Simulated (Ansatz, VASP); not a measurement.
# Two plane-wave programs on KBr

The input INCAR:

```
ALGO = Normal
EDIFF = 1E-6
ENCUT = 500
GGA = PE
GGA_COMPAT = F
ISIF = 2
ISMEAR = 0
LASPH = T
LCHARG = T
LELF = T
LREAL = F
LVHAR = T
LWAVE = F
NBANDS = 24
NELM = 120
PREC = Accurate
SIGMA = 0.01
```

File KPOINTS:

```
k-points
0
Gamma
  6 6 2
```

Contents of POSCAR:

```
KBr
1.0
    4.5592982998      0.0000000000      0.0000000000
   -2.2796491499      3.9484681511      0.0000000000
    0.0000000000      0.0000000000      8.0200647660
K Br
2 2
Direct
    0.0000000000      0.0000000000      0.0000000000
    0.0000000000      0.0000000000      0.5000000000
    0.3333333333      0.6666666667      0.2500000000
    0.6666666667      0.3333333333      0.7500000000
```

Input for Ansatz:

```yaml
crystal:
  lattice:
    - [4.5592982998, 0.0, 0.0]
    - [-2.2796491499, 3.9484681511, 0.0]
    - [0.0, 0.0, 8.020064766]
  atoms:
    - { symbol: K, position: [0.0, 0.0, 0.0] }
    - { symbol: K, position: [0.0, 0.0, 0.5] }
    - { symbol: Br, position: [0.3333333333, 0.6666666667, 0.25] }
    - { symbol: Br, position: [0.6666666667, 0.3333333333, 0.75] }
kpoints:
  mp_grid: { grid: [6, 6, 2] }
hamiltonian:
  xc: pbe
scf:
  occupations: { method: fixed }
  n_extra_bands: 5
output:
  forces: true
  stress: true
  eigenvalues: true
```

Alike in both runs: task single point; functional PBE; k mesh 6 × 6 × 2; no spin polarisation.

|  | VASP | Ansatz |
| --- | --- | --- |
| version | VASP 6.6.1 | Ansatz 0.2.0 |
| potentials or method | VASP PAW PBE potentials, release 64 (K_sv, Br) | plane waves, PAW |
| plane-wave cutoff (eV) | 500 | 420 |
| occupations | gaussian, width 0.01 eV | fixed |
| valence electrons in the cell | 32 | 32 |

```tsv
	VASP	Ansatz	Ansatz less VASP
gap on the k mesh at the Fermi level (eV)	4.35	4.35	+0.002
pressure (GPa)	0.7	0.7	-0.03
```
